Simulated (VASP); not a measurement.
A run of VASP 6.6.1 is set up as follows.

File INCAR:

```
ALGO = Normal ; EDIFF = 1E-6
ENCUT = 520 ; GGA = PE
ISIF = 2 ; ISMEAR = 0
LASPH = True ; LCHARG = False
LREAL = False ; LWAVE = False
NBANDS = 25 ; NELM = 80
PREC = Accurate ; SIGMA = 0.05
```

KPOINTS

```
k-points
0
Gamma
  6 6 6
```

The input POSCAR:

```
SiO2
1.0
   -2.3877008061      2.3877008061      3.7816254373
    2.3877008061     -2.3877008061      3.7816254373
    2.3877008061      2.3877008061     -3.7816254373
Si O
2 4
Direct
    0.0000000000      0.0000000000      0.0000000000
    0.7500000000      0.2500000000      0.5000000000
    0.9670112602      0.6250000000      0.8420112602
    0.3750000000      0.2170112602      0.3420112602
    0.7829887398      0.1250000000      0.1579887398
    0.8750000000      0.0329887398      0.6579887398
```

Potentials or basis: VASP PAW PBE potentials, release 64 (Si, O).

The run is started by

```console
$ cat potpaw_PBE.64/Si/POTCAR potpaw_PBE.64/O/POTCAR > POTCAR
$ mpirun -np 1 vasp_std > vasp.out
```

Predict the largest force.

0.924 eV/Å.

Predict the band gap on the k mesh.

6.03 eV, direct.

Estimate the pressure.

13.7 GPa.

Forces on the atoms (eV/Å):
```
Si   0.000  0.000  0.000
Si   0.000  0.000  0.000
O    0.000  0.924  0.000
O    0.924  0.000  0.000
O    0.000 -0.924  0.000
O   -0.924  0.000  0.000
```

Caveat: the cell differs from its parent crystal (strain -0.050 along x and y, +0.025 along z). A k mesh can miss the band edges.
